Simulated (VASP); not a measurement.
# GaN (I-4m2) in VASP: further runs

GaN is run at these levels: r2SCAN; tasks: single point.

All numbers are computed with VASP 6.6.1; they aren't measurements. Logs are shortened: lines on timing, memory, paths and dates and some standing lists are left out, and cuts for length are marked.

### 1 The cell of the first run

It takes space group I-4m2 (No. 119, tetragonal). The conventional cell has a = 3.228 Å, b = 3.228 Å, c = 4.430 Å, α = 90.00°, β = 90.00°, γ = 90.00°. Ga (site symmetry -4m2) has 4 N at 1.96 Å within 2.6 Å. Within 2.6 Å of N (site symmetry -4m2) lie 4 Ga at 1.96 Å.

### 2 Single point, r2SCAN (strain +0.015 along x and y, -0.015 along z)

The input, POSCAR:

```
GaN
1.0
    0.0000000000      2.2826708204      2.2152027174
    2.2826708204      0.0000000000      2.2152027174
    2.2826708204      2.2826708204      0.0000000000
Ga N
1 1
Direct
    0.0000000000      0.0000000000      0.0000000000
    0.7500000000      0.7500000000      0.7500000000
```

The input, INCAR.step1:

```
SYSTEM = GaN
PREC     = Accurate       ! precision mode
ENCUT    = 520            ! plane-wave cutoff, eV
ISMEAR   = 0              ! smearing method
SIGMA    = 0.05           ! smearing width, eV
LREAL    = .False.        ! projectors in reciprocal space
LASPH    = .True.         ! aspherical terms in the spheres
NELM     = 80             ! most SCF steps
NBANDS   = 16             ! bands
GGA      = PE             ! functional
ALGO     = Normal         ! electronic algorithm
EDIFF    = 1E-4           ! SCF threshold, eV
LWAVE    = .True.         ! write WAVECAR
LCHARG   = .False.        ! write CHGCAR
```

The input, INCAR.step2:

```
SYSTEM = GaN
PREC     = Accurate       ! precision mode
ENCUT    = 520            ! plane-wave cutoff, eV
EDIFF    = 1E-6           ! SCF threshold, eV
ISMEAR   = 0              ! smearing method
SIGMA    = 0.05           ! smearing width, eV
LREAL    = .False.        ! projectors in reciprocal space
LASPH    = .True.         ! aspherical terms in the spheres
NELM     = 80             ! most SCF steps
ALGO     = Normal         ! electronic algorithm
ISIF     = 2              ! what is computed and relaxed
LWAVE    = .False.        ! write WAVECAR
LCHARG   = .True.         ! write CHGCAR
METAGGA  = R2SCAN         ! meta-GGA
LMIXTAU  = .True.       
LELF     = .True.         ! ELF
LVHAR    = .True.       
NBANDS   = 16             ! bands
ISTART   = 1
```

The input, KPOINTS:

```
regular mesh
0
Gamma
  10 10 10
  0 0 0
```

Potentials or basis: VASP PAW PBE potentials, release 64 (Ga_d, N).

Run with:

```sh
cat potpaw_PBE.64/Ga_d/POTCAR potpaw_PBE.64/N/POTCAR > POTCAR
cp INCAR.step1 INCAR
mpirun -np 1 vasp_std > vasp.out
cp INCAR.step2 INCAR
mpirun -np 1 vasp_std > vasp.out
```

OUTCAR:

```text
SYSTEM = GaN
   PREC = Accurate
   ENCUT = 520
   EDIFF = 1E-6
   ISMEAR = 0
   LREAL = .False.
   LASPH = .True.
   NELM = 80
   ISIF = 2
   METAGGA = R2SCAN
   ISTART = 1

 ion  position               nearest neighbor table
   1  0.000  0.000  0.000-   2 1.96   2 1.96   2 1.96   2 1.96
   2  0.750  0.750  0.750-   1 1.96   1 1.96   1 1.96   1 1.96

  LATTYP: Found a body centered tetragonal cell.
 ALAT       =     3.2281840326
 C/A-ratio  =     1.3724141468

  Lattice vectors:

 A1 = (   0.0000000000,  -2.2826708204,  -2.2152027174)
 A2 = (   0.0000000000,   2.2826708204,  -2.2152027174)
 A3 = (   2.2826708204,   0.0000000000,   2.2152027174)

Analysis of symmetry for initial positions (statically):
=====================================================================
 Subroutine PRICEL returns:
 Original cell was already a primitive cell.

 Routine SETGRP: Setting up the symmetry group for a
 body centered tetragonal supercell.

 Subroutine GETGRP returns: Found  8 space group operations
 (whereof  8 operations were pure point group operations)
 out of a pool of 16 trial point group operations.

The static configuration has the point symmetry D_2d.

Analysis of symmetry for dynamics (positions and initial velocities):
=====================================================================
 Subroutine PRICEL returns:
 Original cell was already a primitive cell.

 Routine SETGRP: Setting up the symmetry group for a
 body centered tetragonal supercell.

 Subroutine GETGRP returns: Found  8 space group operations
 (whereof  8 operations were pure point group operations)
 out of a pool of 16 trial point group operations.

The dynamic configuration has the point symmetry D_2d.

 Subroutine INISYM returns: Found  8 space group operations
 (whereof  8 operations are pure point group operations),
 and found     1 'primitive' translations

----------------------------------------------------------------------------------------

                                     Primitive cell

  volume of cell :      23.0850

  direct lattice vectors                    reciprocal lattice vectors
     0.000000000  2.282670820  2.215202717    -0.219041657  0.219041657  0.225712977
     2.282670820  0.000000000  2.215202717     0.219041657 -0.219041657  0.225712977
     2.282670820  2.282670820  0.000000000     0.219041657  0.219041657 -0.225712977

  length of vectors
     3.180834663  3.180834663  3.228184033     0.383281676  0.383281676  0.383281676

  position of ions in fractional coordinates (direct lattice)
     0.000000000  0.000000000  0.000000000
     0.750000000  0.750000000  0.750000000

  ion indices of the primitive-cell ions
   primitive index   ion index
                 1           1
                 2           2

----------------------------------------------------------------------------------------

 KPOINTS: regular mesh

Automatic generation of k-mesh.
 Grid dimensions read from file:
 generate k-points for:   10   10   10

 Generating k-lattice:

  Cartesian coordinates                     Fractional coordinates (reciprocal lattice)
    -0.021904166  0.021904166  0.022571298     0.100000000  0.000000000  0.000000000
     0.021904166 -0.021904166  0.022571298     0.000000000  0.100000000  0.000000000
     0.021904166  0.021904166 -0.022571298    -0.000000000 -0.000000000  0.100000000

  Length of vectors
     0.038328168  0.038328168  0.038328168

  Shift w.r.t. Gamma in fractional coordinates (k-lattice)
     0.000000000  0.000000000  0.000000000

 Subroutine IBZKPT returns following result:
 ===========================================

 Found    102 irreducible k-points:

 Following reciprocal coordinates:
            Coordinates               Weight
  0.000000  0.000000  0.000000      1.000000
  0.100000 -0.000000  0.000000      8.000000
  0.200000 -0.000000  0.000000      8.000000
  0.300000  0.000000  0.000000      8.000000
  0.400000  0.000000  0.000000      8.000000
  0.500000 -0.000000  0.000000      4.000000
[... 16 lines left out ...]
  0.300000  0.300000  0.000000      2.000000
  0.400000  0.300000  0.000000      8.000000
 [... further k-points ...]
   k-points           NKPTS =    102   k-points in BZ     NKDIM =    102   number of bands    NBANDS=     16
   number of dos      NEDOS =    301   number of ions     NIONS =      2
   total plane-waves  NPLWV =  13824
   dimension x,y,z NGX =    24 NGY =   24 NGZ =   24
   dimension x,y,z NGXF=    48 NGYF=   48 NGZF=   48
   ions per type =               1   1
   NGX,Y,Z   is equivalent  to a cutoff of  12.54, 12.54, 12.36 a.u.
   NGXF,Y,Z  is equivalent  to a cutoff of  25.09, 25.09, 24.72 a.u.
 SYSTEM =  GaN
   PREC   = accura    normal or accurate (medium, high low for compatibility)
   ISTART =      1    job   : 0-new  1-cont  2-samecut
   ICHARG =      0    charge: 1-file 2-atom 10-const
   ISPIN  =      1    spin polarized calculation?
   LNONCOLLINEAR =      F non collinear calculations
   LSORBIT =      F    spin-orbit coupling
   LASPH  =      T    aspherical Exc in radial PAW
   ENCUT  =  520.0 eV  38.22 Ry    6.18 a.u.   5.91  5.91  6.00*2*pi/ulx,y,z
   NELM   =     80;   NELMIN=  2; NELMDL=  0     # of ELM steps
   EDIFF  = 0.1E-05   stopping-criterion for ELM
   LREAL  =      F    real-space projection
   EDIFFG = 0.1E-04   stopping-criterion for IOM
   NSW    =      0    number of steps for IOM
   IBRION =     -1    ionic relax: 0-MD 1-quasi-New 2-CG
   NFREE  =      0    steps in history (QN), initial steepest desc. (CG)
   ISIF   =      2    stress and relaxation
   ISYM   =      2    0-nonsym 1-usesym 2-fastsym
   POTIM  = 0.5000    time-step for ionic-motion
   TEBEG  =    0.0;   TEEND  =   0.0 temperature during run
   PSTRESS=    0.0 pullay stress
   NELECT =      18.0000    total number of electrons
   NUPDOWN=      -1.0000    fix difference up-down
   EMIN   =  10.00;   EMAX   =-10.00  energy-range for DOS
   EFERMI =   0.00;   METHOD = LEGACY
   ISMEAR =     0;   SIGMA  =   0.05  broadening in eV -4-tet -1-fermi 0-gaus
   EFERMI_NEDOS =   21; number of points for ismear=-14 and -15
   IALGO  =     38    algorithm
   IMIX   =      4    mixing-type and parameters
     AMIX     =   0.40;   BMIX     =  1.00
     AMIX_MAG =   1.60;   BMIX_MAG =  1.00
  volume/ion in A,a.u.               =      11.54        77.89
  Fermi-wavevector in a.u.,A,eV,Ry     =   1.506800  2.847439 30.891302  2.270447
  Thomas-Fermi vector in A             =   2.617470
   LORBIT       =      0    0 simple, 1 ext, 2 COOP (PROOUT), +10 PAW based schemes
   METAGGA = R2SCAN    functional components
   LHFCALC =     F    Hartree Fock is set to
   AEXX    =    0.0000 exact exchange contribution
   IVDW    =     0    specifies the selected vdW correction
   LEPSILON=     F    determine dielectric tensor
   LRPA    =     F    only Hartree local field effects (RPA)
 non-spin polarized calculation
 Gauss-broadening in eV      SIGMA  =   0.05
  energy-cutoff  :      520.00
  volume of cell :       23.09
 maximum number of plane-waves:       636
   NGX = 11   NGY = 11   NGZ = 13

 number of electron      17.9999998 magnetization

 Free energy of the ion-electron system (eV)
  ---------------------------------------------------
  ext. energy  EPLUGINS =         0.00000000
  ---------------------------------------------------
  free energy    TOTEN  =       -21.89052252 eV

  energy without entropy =      -21.89052252  energy(sigma->0) =      -21.89052252

 E-fermi :   5.2379     XC(G=0): -12.5852

 val. band max:        5.0112454132   @ k =   0.0000   0.0000   0.0000
 cond. band min:       6.9834718279   @ k =   0.0000   0.0000   0.0000
 fundamental gap:      1.9722264147
 Fermi energy:         5.2378600112

 k-point     1 :       0.0000    0.0000    0.0000
  band No.  band energies     occupation
      1     -11.7313      2.00000
      2      -8.9125      2.00000
      3      -8.9124      2.00000
      4      -8.8822      2.00000
      5      -8.5621      2.00000
      6      -8.5614      2.00000
[... 8 lines left out ...]
     15      24.2510      0.00000
     16      24.2510      0.00000

 k-point     2 :       0.1000   -0.0000    0.0000
  band No.  band energies     occupation
      1     -11.6225      2.00000
      2      -8.8986      2.00000
      3      -8.8858      2.00000
      4      -8.8543      2.00000
      5      -8.5631      2.00000
      6      -8.5625      2.00000
[... 8 lines left out ...]
     15      22.9720      0.00000
     16      23.7680      0.00000

 k-point     3 :       0.2000   -0.0000    0.0000
  band No.  band energies     occupation
      1     -11.3452      2.00000
      2      -8.8663      2.00000
      3      -8.8468      2.00000
      4      -8.6990      2.00000
      5      -8.5630      2.00000
      6      -8.5590      2.00000
[... 8 lines left out ...]
     15      22.2019      0.00000
     16      22.8042      0.00000

 k-point     4 :       0.3000    0.0000    0.0000
  band No.  band energies     occupation
      1     -11.0376      2.00000
      2      -8.8368      2.00000
      3      -8.8155      2.00000
      4      -8.5563      2.00000
      5      -8.5431      2.00000
      6      -8.3207      2.00000
[... 8 lines left out ...]
     15      22.8944      0.00000
     16      23.0457      0.00000

 k-point     5 :       0.4000    0.0000    0.0000
  band No.  band energies     occupation
      1     -10.8378      2.00000
      2      -8.8228      2.00000
      3      -8.8004      2.00000
      4      -8.5374      2.00000
      5      -8.5193      2.00000
      6      -7.7607      2.00000
[... 8 lines left out ...]
     15      24.4339      0.00000
     16      24.4850      0.00000

 k-point     6 :       0.5000   -0.0000    0.0000
  band No.  band energies     occupation
      1     -10.7755      2.00000
      2      -8.8197      2.00000
      3      -8.7971      2.00000
      4      -8.5277      2.00000
      5      -8.5077      2.00000
      6      -7.4356      2.00000
[... 8 lines left out ...]
     15      25.5242      0.00000
     16      25.5984      0.00000
[... 267 lines left out ...]
 k-point    21 :      -0.3000    0.2000    0.0000
  band No.  band energies     occupation
      1     -10.7686      2.00000
      2      -8.7872      2.00000
      3      -8.7661      2.00000
      4      -8.5709      2.00000
      5      -8.5614      2.00000
      6      -7.6582      2.00000
[... 8 lines left out ...]
     15      22.8067      0.00000
     16      26.6955      0.00000

 k-point    22 :      -0.2000    0.2000    0.0000
  band No.  band energies     occupation
      1     -10.9484      2.00000
      2      -8.8054      2.00000
      3      -8.7948      2.00000
      4      -8.5779      2.00000
      5      -8.5745      2.00000
      6      -8.1796      2.00000
[... 8 lines left out ...]
     15      22.9261      0.00000
     16      26.6443      0.00000

 k-point    23 :       0.3000    0.3000    0.0000
  band No.  band energies     occupation
      1     -10.8354      2.00000
      2      -8.7415      2.00000
      3      -8.7170      2.00000
      4      -8.7170      2.00000
      5      -8.5053      2.00000
      6      -8.0870      2.00000
[... 8 lines left out ...]
     15      27.2460      0.00000
     16      28.0902      0.00000

 k-point    24 :       0.4000    0.3000    0.0000
  band No.  band energies     occupation
      1     -10.7031      2.00000
      2      -8.7605      2.00000
      3      -8.6802      2.00000
      4      -8.6762      2.00000
      5      -8.4940      2.00000
      6      -7.6598      2.00000
[... 8 lines left out ...]
     15      27.8749      0.00000
     16      28.0082      0.00000

 [... further k-points ...]
[... 5 lines left out ...]
  --------------------------------------------------------------------------------------
  -------------------------------------------------------------------------------------
  Total       -0.4286167     -0.4286167      0.0982913      0.0000000      0.0000000      0.0000000
  in kB      -29.7474396    -29.7474396      6.8217463      0.0000000      0.0000000      0.0000000
  external PRESSURE =     -17.5577110 kB  Pullay stress =       0.0000000 kB

 VOLUME and BASIS-vectors are now :
 -----------------------------------------------------------------------------
  energy-cutoff  :      520.00
  volume of cell :       23.09
      direct lattice vectors                 reciprocal lattice vectors
     0.000000000  2.282670820  2.215202717    -0.219041657  0.219041657  0.225712977
     2.282670820  0.000000000  2.215202717     0.219041657 -0.219041657  0.225712977
     2.282670820  2.282670820  0.000000000     0.219041657  0.219041657 -0.225712977

 POSITION                                       TOTAL-FORCE (eV/Angst)
 -----------------------------------------------------------------------------------
      0.00000      0.00000      0.00000         0.000000      0.000000      0.000000
      3.42401      3.42401      3.32280        -0.000000     -0.000000     -0.000000
 -----------------------------------------------------------------------------------
    total drift:                               -0.000007     -0.000007     -0.000016

  FREE ENERGIE OF THE ION-ELECTRON SYSTEM (eV)
  ---------------------------------------------------
  free  energy   TOTEN  =       -21.8905225180 eV

  energy  without entropy=      -21.8905225180  energy(sigma->0) =      -21.89052252
```

Run time: 65 s. Hardware: 1 thread of Intel Xeon Platinum 8488C (Sapphire Rapids), shared host; peak memory 0.17 GiB.

What came out:

```yaml
Free_energy: -21.8905 eV
Pressure: -1.8 GPa
Band_gap_on_the_k_mesh: 1.97 eV, direct
```

Caveat: the cell differs from its parent crystal (strain +0.015 along x and y, -0.015 along z); the PAW data sets were made with another functional, which shifts forces and pressure a little.

### 3 Single point, r2SCAN (strain +0.000 along x and y, +0.030 along z)

The input, POSCAR:

```
GaN
1.0
    0.0000000000      2.2489367689      2.3164048720
    2.2489367689      0.0000000000      2.3164048720
    2.2489367689      2.2489367689      0.0000000000
Ga N
1 1
Direct
    0.0000000000      0.0000000000      0.0000000000
    0.7500000000      0.7500000000      0.7500000000
```

INCAR.step1 is that of step 2.

INCAR.step2 is that of step 2.

KPOINTS is that of step 2.

Potentials or basis: VASP PAW PBE potentials, release 64 (Ga_d, N).

Run with:

```sh
cat potpaw_PBE.64/Ga_d/POTCAR potpaw_PBE.64/N/POTCAR > POTCAR
cp INCAR.step1 INCAR
mpirun -np 1 vasp_std > vasp.out
cp INCAR.step2 INCAR
mpirun -np 1 vasp_std > vasp.out
```

It took 79 s on 1 thread of Intel Xeon Platinum 8488C (Sapphire Rapids), shared host; peak memory 0.17 GiB.

It converged, with:

```
Free energy            : -21.8838 eV
Pressure               : -4.5 GPa
Band gap on the k mesh : 1.91 eV, direct
```

Stress tensor (GPa, compression positive):
```
-3.15  0.00  0.00
 0.00 -3.15  0.00
 0.00  0.00 -7.21
```

Levels at points of the mesh, in eV from the valence-band top:
```
           k point  band 7  band 8  band 9  band 10  band 11  band 12
(0.00, 0.00, 0.00)   -0.14    0.00    0.00     1.91    10.78    10.78
(0.50, 0.00, 0.00)   -7.05   -1.13   -0.90     4.92     9.27    10.64
(0.50, 0.50, 0.00)   -6.38   -2.60   -2.60     3.84     7.36    12.08
(0.50, 0.00, 0.50)   -6.06   -2.82   -2.81     3.65     6.89    12.48
```

Caveat: the cell differs from its parent crystal (strain +0.000 along x and y, +0.030 along z); the PAW data sets were made with another functional, which shifts forces and pressure a little.
